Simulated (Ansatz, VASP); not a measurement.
## One calculation of CuO, two programs

```
Cu O
1.0
     2.87950    0.00000    0.00000
     0.03907    2.87928    0.00000
     0.01750    0.01724    5.17634
Cu O
2 2
Direct
  0.00000 0.50000 0.00000
  0.50000 0.00000 0.50000
  0.99842 0.00167 0.74989
  0.00158 0.99833 0.25011
```

Alike in both runs: task single point; functional PBEsol; k mesh 5 × 5 × 3; occupations fermi-dirac, width 0.03 eV; no spin polarisation.

```csv
,VASP,Ansatz
version,VASP 6.6.1,Ansatz 0.2.0
potentials or method,"VASP PAW PBE potentials, release 64 (Cu, O), cutoff 520 eV","all-electron LAPW, scalar-relativistic"
```

VASP gave:

```
gap on the k mesh at the Fermi level (eV)                     : none
pressure (GPa)                                                : -1.6
traceless stress, the component that is largest in VASP (GPa) : -1.85
rms of the force components (eV/Å)                            : 0.005
```

Problem. Estimate Ansatz's values.

Solution. gap on the k mesh at the Fermi level (eV): none; pressure (GPa): -2.3; traceless stress, the component that is largest in VASP (GPa): -2.14; rms of the force components (eV/Å): 0.005.

VASP's potentials were made for PBE, not for PBEsol. Atom by atom the forces differ by 0.001 eV/Å (rms over components). A gap of «none» marks a metal or a gap that the smearing closes. Ansatz ran all-electron here, and VASP with PAW potentials.

The k mesh is coarse, so the values compare programs but aren't converged. Noted on Ansatz's run: the k mesh is thin for a metal, which can move the energy by tens of meV per atom.
